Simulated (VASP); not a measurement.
Set up this calculation in VASP 6.6.1, as the native input.

- Task: single point
- Functional: r2SCAN
- Potentials or basis: VASP PAW PBE potentials, release 64 (Ge_d)
- Cutoff: 520 eV
- k mesh: 12 × 12 × 6
- Occupations: gaussian, width 0.03 eV
- Spin: no spin polarisation
- Dipole correction: no
- Further INCAR settings: ALGO = Normal; EDIFF = 1e-07; NBANDS = 36

Ge:

```xyz
4
Lattice="3.9956 0.0000 0.0000 -1.9978 3.4603 0.0000 0.0000 0.0000 6.6027" Properties=species:S:1:pos:R:3 pbc="T T T"
Ge    1.9978    1.1534    0.1158
Ge    0.0000    2.3069    3.7172
Ge    1.9978    1.1534    2.8855
Ge    0.0000    2.3069    6.1869
```

This cell differs from its parent crystal: atom 1 (Ge) moved -0.300 Å along Cartesian [0 0 1].

These files were run (other wordings do the same):

POSCAR

```
Ge
1.0
    3.9956487021      0.0000000000      0.0000000000
   -1.9978243511      3.4603332806      0.0000000000
    0.0000000000      0.0000000000      6.6027109850
Ge
4
Direct
    0.6666666667      0.3333333333      0.0175455519
    0.3333333333      0.6666666667      0.5629814343
    0.6666666667      0.3333333333      0.4370185657
    0.3333333333      0.6666666667      0.9370185657
```

INCAR.step1

```
SYSTEM = Ge
PREC = Accurate ; ENCUT = 520
ISMEAR = 0 ; SIGMA = 0.03
LREAL = .FALSE. ; LASPH = .TRUE.
NELM = 80 ; NBANDS = 36
GGA = PE ; ALGO = Normal
EDIFF = 1E-4 ; LWAVE = .TRUE.
LCHARG = .FALSE.
```

INCAR.step2

```
SYSTEM = Ge
PREC = Accurate ; ENCUT = 520
EDIFF = 1E-7 ; ISMEAR = 0
SIGMA = 0.03 ; LREAL = .FALSE.
LASPH = .TRUE. ; NELM = 80
ALGO = Normal ; ISIF = 2
LWAVE = .FALSE. ; LCHARG = .FALSE.
METAGGA = R2SCAN ; LMIXTAU = .TRUE.
NBANDS = 36 ; ISTART = 1
```

KPOINTS

```
regular mesh
0
G
  12 12 6
  0 0 0
```

Potentials or basis: VASP PAW PBE potentials, release 64 (Ge_d).

Command:

```sh
$ cat potpaw_PBE.64/Ge_d/POTCAR > POTCAR
$ cp INCAR.step1 INCAR
$ mpirun -np 1 vasp_std > vasp.out
$ cp INCAR.step2 INCAR
$ mpirun -np 1 vasp_std > vasp.out
```

It gave:

The pressure is 1.4 GPa, the largest force is 2.577 eV/Å and the band gap on the k mesh is zero (bands 28 and 29 overlap by 0.44 eV).

Caveat: the cell differs from its parent crystal (atom 1 (Ge) moved -0.300 Å along Cartesian [0 0 1]); semilocal functionals underestimate gaps, and a narrow one can read as zero; the PAW data sets were made with another functional, which shifts forces and pressure a little.

It took 17 min on 1 thread of Intel(R) Xeon(R) Platinum 8488C (Sapphire Rapids), on a shared host, peak memory 0.37 GiB.
